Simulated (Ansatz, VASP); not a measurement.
Two plane-wave programs on CoSi2

```xyz
3
Lattice="-1.4774 1.4774 3.6196 1.4774 -1.4774 3.6196 1.4774 1.4774 -3.6196" Properties=species:S:1:pos:R:3 pbc="T T T"
Co    0.0000    0.0000    0.0000
Si    0.0000    0.0000    2.4252
Si    0.0000    0.0000   -2.4252
```

Alike in both runs: task relaxation of cell and atoms; functional PBE; k mesh 14 × 14 × 14; occupations fermi-dirac, width 0.05 eV; no spin polarisation.

|  | VASP | Ansatz |
| --- | --- | --- |
| version | VASP 6.6.1 | Ansatz 0.2.0 |
| potentials or method | VASP PAW PBE potentials, release 64 (Co, Si) | PAW with Ansatz's default frozen-core files, scalar-relativistic |
| plane-wave cutoff (eV) | 600 | 420 |
| valence electrons in the cell | 17 | 25 |

|  | VASP | Ansatz | Ansatz less VASP |
| --- | --- | --- | --- |
| relaxed volume (Å³/atom) | 12.03 | 12.03 | +0.008 |
| relaxed cell length with the largest relative difference (Å) | 4.186 | 4.186 | -0.0003 |

VASP's potentials hold 17 valence electrons a cell and Ansatz's 25, so a difference there can come from the potentials and not from the codes.
